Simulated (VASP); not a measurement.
Write the native input for VASP 6.6.1 that does the following.

```yaml
Task: single point
Functional: PBE
Potentials_or_basis: VASP PAW PBE potentials, release 64 (Zr_sv, Ti_sv, H)
Cutoff: 520 eV
k_mesh: 4 × 4 × 4
Occupations: gaussian, width 0.1 eV
Spin: no spin polarisation
Dipole_correction: no
Further_INCAR_settings: ALGO = Normal; EDIFF = 1e-06; NBANDS = 31
```

The structure of Zr2TiH6 lies in POSCAR:

```
Zr2TiH6
1.0
    0.0000000000      3.4011842557      3.4011842557
    3.4011842557      0.0000000000      3.4011842557
    3.4011842557      3.4011842557      0.0000000000
Zr Ti H
2 1 6
Direct
    0.2500000000      0.2500000000      0.2500000000
    0.7500000000      0.7500000000      0.7500000000
    0.0000000000      0.0000000000      0.0000000000
    0.7296253537      0.2703746463      0.2703746463
    0.2703746463      0.7296253537      0.7296253537
    0.2703746463      0.7296253537      0.2703746463
    0.7296253537      0.2703746463      0.7296253537
    0.2703746463      0.2703746463      0.7296253537
    0.7296253537      0.7296253537      0.2703746463
```

The input as run:

INCAR

```
PREC = Accurate
ENCUT = 520
EDIFF = 1E-6
ISMEAR = 0
SIGMA = 0.1
LREAL = False
LASPH = True
NELM = 100
ALGO = Normal
ISIF = 2
LWAVE = False
LCHARG = False
GGA = PE
NBANDS = 31
```

KPOINTS

```
regular mesh
0
Gamma
  4 4 4
```

Potentials or basis: VASP PAW PBE potentials, release 64 (Zr_sv, Ti_sv, H).

Command:

```console
$ cat potpaw_PBE.64/Zr_sv/POTCAR potpaw_PBE.64/Ti_sv/POTCAR potpaw_PBE.64/H/POTCAR > POTCAR
$ mpirun -np 1 vasp_std > vasp.out
```

It gave:

```yaml
Pressure: -0.3 GPa
Largest_force: 0.007 eV/Å
Band_gap_on_the_k_mesh: zero (band 21 reaches 8.04 eV, above the bottom of band 22 at 7.43 eV)
```

Caveat: the k points lie up to 0.40 Å⁻¹ apart.

It took 20 s on 1 thread of Intel(R) Xeon(R) Platinum 8488C (Sapphire Rapids), on a shared host, peak memory 0.21 GiB.
